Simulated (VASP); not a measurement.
Here is a VASP 6.6.1 calculation.

Contents of INCAR:

```
SYSTEM = LaBe2
PREC     = Accurate       ! precision mode
ENCUT    = 520            ! plane-wave cutoff, eV
EDIFF    = 1E-6           ! SCF threshold, eV
ISMEAR   = 0              ! smearing method
SIGMA    = 0.01           ! smearing width, eV
LREAL    = .FALSE.        ! projectors in reciprocal space
LASPH    = .TRUE.         ! aspherical terms in the spheres
NELM     = 100            ! most SCF steps
ALGO     = Fast           ! electronic algorithm
ISIF     = 2              ! what is computed and relaxed
LWAVE    = .FALSE.        ! write WAVECAR
LCHARG   = .FALSE.        ! write CHGCAR
GGA      = PE             ! functional
NBANDS   = 24             ! bands
```

The input KPOINTS:

```
Automatic mesh
0
G
  12 12 6
  0 0 0
```

File POSCAR:

```
LaBe2
1.0
    4.1320027143      0.0000000000      0.0000000000
   -2.0660013571      3.5784193191      0.0000000000
    0.0000000000      0.0000000000      8.2457835897
La Be
2 4
Direct
    0.0000000000      0.0000000000      0.7278296270
    0.3333333333      0.6666666667      0.1246876023
    0.5004052692      0.4995947308      0.4535596126
    0.5004052692      0.0008105385      0.4535596126
    0.9991894615      0.4995947308      0.4535596126
    0.0000000000      0.0000000000      0.3702234829
```

Potentials or basis: VASP PAW PBE potentials, release 64 (La, Be).

The run is started by

```sh
$ cat potpaw_PBE.64/La/POTCAR potpaw_PBE.64/Be/POTCAR > POTCAR
$ mpirun -np 1 vasp_std > vasp.out
```

Q: What does it give for the band gap on the k mesh?

A: Zero (bands 15 and 16 overlap by 0.08 eV).

Q: What does it give for the largest force?

A: 0.016 eV/Å.

Q: Estimate the pressure.

A: 0.1 GPa.

Forces in eV/Å, atoms in the order of the input:
```
La   0.000  0.000 -0.016
La   0.000  0.000  0.011
Be   0.003 -0.002  0.003
Be   0.000  0.004  0.003
Be  -0.003 -0.002  0.003
Be   0.000  0.000 -0.004
```

Caveat: spin-orbit coupling is left out, which moves the levels of the heavy elements.
